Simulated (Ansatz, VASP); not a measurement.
**Two plane-wave programs on SnO**

File INCAR:

```
PREC = Accurate ; ENCUT = 520
EDIFF = 1E-7 ; ISMEAR = 0
SIGMA = 0.05 ; LREAL = F
LASPH = T ; NELM = 100
ALGO = Normal ; ISIF = 2
LWAVE = F ; LCHARG = F
LDIPOL = T ; IDIPOL = 3
DIPOL = 0.5 0.5 0.401 ; GGA = PE
IVDW = 12 ; NBANDS = 50
```

The input KPOINTS:

```
regular mesh
0
Gamma
  7 7 1
```

The input POSCAR:

```
SnO
1.0
    3.8206509079      0.0000053603      0.0000000000
   -0.0000052472      3.8206509079      0.0000000000
    0.0000000000      0.0000000000     22.2280089981
Sn O
4 4
Direct
    0.9998502662      0.9998502662      0.2024472817
    0.4998491692      0.4998491692      0.3087997895
    0.7498491692      0.8748491692      0.4932517573
    1.2498502662      1.3748502662      0.5996042650
    0.9998512723      0.4998508145      0.2556235141
    0.4998508145      0.9998512723      0.2556235141
    0.7498481630      1.3748486208      0.5464279896
    1.2498486208      0.8748481630      0.5464279896
```

Input for Ansatz:

```yaml
crystal:
  lattice:
    - [3.8206509079, 5.3603e-06, 0.0]
    - [-5.2472e-06, 3.8206509079, 0.0]
    - [0.0, 0.0, 22.2280089981]
  atoms:
    - { symbol: Sn, position: [0.9998502662, 0.9998502662, 0.2024472817] }
    - { symbol: O, position: [0.9998512723, 0.4998508145, 0.2556235141] }
    - { symbol: O, position: [0.4998508145, 0.9998512723, 0.2556235141] }
    - { symbol: Sn, position: [0.4998491692, 0.4998491692, 0.3087997895] }
    - { symbol: Sn, position: [0.7498491692, 0.8748491692, 0.4932517573] }
    - { symbol: O, position: [0.749848163, 1.3748486208, 0.5464279896] }
    - { symbol: O, position: [1.2498486208, 0.874848163, 0.5464279896] }
    - { symbol: Sn, position: [1.2498502662, 1.3748502662, 0.599604265] }
basis:
  ecutwfc: 420
kpoints:
  mp_grid: { grid: [7, 7, 1] }
hamiltonian:
  xc: pbe
  dispersion: d3bj
scf:
  occupations: { method: gaussian, width: 0.05 }
output:
  forces: true
  eigenvalues: true
efield:
  axis: 3
  dipole_correction: true
  ramp_width: 0.04
```

Alike in both runs: task single point; functional PBE; dispersion D3(BJ); k mesh 7 × 7 × 1; occupations gaussian, width 0.05 eV; no spin polarisation.

|  | VASP | Ansatz |
| --- | --- | --- |
| version | VASP 6.6.1 | Ansatz 0.2.0 |
| potentials or method | VASP PAW PBE potentials, release 64 (Sn_d, O), cutoff 520 eV | scalar-relativistic, plane waves, PAW |
| valence electrons in the cell | 80 | 80 |

```csv
,VASP,Ansatz,Ansatz less VASP
gap on the k mesh at the Fermi level (eV),2.53,2.57,+0.041
least direct gap on the mesh (eV),2.55,2.59,+0.040
rms of the force components (eV/Å),0.046,0.020,-0.0261
```
